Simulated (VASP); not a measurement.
Set up this calculation in VASP 6.6.1, as the native input.

```
Task                   : single point
Functional             : r2SCAN
Dispersion             : D4
Potentials or basis    : VASP PAW PBE potentials, release 64 (Br, K_sv)
Cutoff                 : 550 eV
k mesh                 : 7 × 7 × 7
Occupations            : fermi-dirac, width 0.15 eV
Spin                   : no spin polarisation
Dipole correction      : no
Further INCAR settings : ALGO = Normal; EDIFF = 1e-06; NBANDS = 15
```

KBr:

```
Br K
1.0
     0.00000    3.55482    3.55482
     3.55482    0.00000    3.55482
     3.55482    3.55482    0.00000
Br K
1 1
Direct
  0.50000 0.50000 0.50000
  0.00000 0.00000 0.00000
```

One way to write it, as run:

POSCAR

```
KBr
1.0
    0.0000000000      3.5548172400      3.5548172400
    3.5548172400      0.0000000000      3.5548172400
    3.5548172400      3.5548172400      0.0000000000
Br K
1 1
Direct
    0.5000000000      0.5000000000      0.5000000000
    0.0000000000      0.0000000000      0.0000000000
```

INCAR.step1

```
SYSTEM = KBr
ALGO = Normal ; EDIFF = 1E-5
ENCUT = 550 ; GGA = PE
GGA_COMPAT = .False. ; ISMEAR = -1
LASPH = .True. ; LCHARG = .False.
LREAL = .False. ; LWAVE = .True.
NBANDS = 15 ; NELM = 120
PREC = Accurate ; SIGMA = 0.15
```

INCAR.step2

```
SYSTEM = KBr
ALGO = Normal ; EDIFF = 1E-6
ENCUT = 550 ; GGA_COMPAT = .False.
ISIF = 2 ; ISMEAR = -1
ISTART = 1 ; IVDW = 13
LASPH = .True. ; LCHARG = .False.
LMIXTAU = .True. ; LREAL = .False.
LWAVE = .False. ; METAGGA = R2SCAN
NBANDS = 15 ; NELM = 120
PREC = Accurate ; SIGMA = 0.15
VDW_A1 = 0.51559235 ; VDW_A2 = 5.77342911
VDW_S6 = 1.0 ; VDW_S8 = 0.6018749
```

KPOINTS

```
k-points
0
Gamma
  7 7 7
  0 0 0
```

Potentials or basis: VASP PAW PBE potentials, release 64 (Br, K_sv).

Command:

```console
$ cat potpaw_PBE.64/Br/POTCAR potpaw_PBE.64/K_sv/POTCAR > POTCAR
$ cp INCAR.step1 INCAR
$ mpirun -np 1 vasp_std > vasp.out
$ cp INCAR.step2 INCAR
$ mpirun -np 1 vasp_std > vasp.out
```

Results of the run:

The pressure is -2.2 GPa and the band gap on the k mesh is 4.53 eV. The dispersion energy per atom is -0.047 eV.

Caveat: the PAW data sets were made with another functional, which shifts forces and pressure a little; an odd mesh through Γ misses points on the zone boundary, where band edges can lie.

Wall time 62 s on 1 thread of Intel(R) Xeon(R) 6975P-C (Granite Rapids), with other jobs on the host, peak memory 0.27 GiB.
